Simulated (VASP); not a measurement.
The system is LiCl.

```
Li Cl
1.0
     4.16187    0.00000    0.00000
    -2.08094    3.60429    0.00000
     0.00000    0.00000    5.23255
Li Cl
2 2
Direct
  0.33333 0.66667 0.25000
  0.66667 0.33333 0.75000
  0.66667 0.33333 0.25000
  0.33333 0.66667 0.75000
```

Program: VASP 6.6.1. Alike in all runs: task single point; no spin polarisation; cell as given; k mesh 6 × 6 × 4; cutoff (eV) 520; smearing gaussian 0.01 eV.

Question: Order these runs on this cell by their band gap on the k mesh, lowest first.
A. level LDA; potentials or basis VASP PAW LDA potentials, release 64 (Li_sv, Cl)
B. level PBE; potentials or basis VASP PAW PBE potentials, release 64 (Li_sv, Cl)
C. level r2SCAN; potentials or basis VASP PAW PBE potentials, release 64 (Li_sv, Cl)

Answer: A (5.26 eV), B (5.66 eV), C (6.35 eV).

A k mesh can miss the band edges.
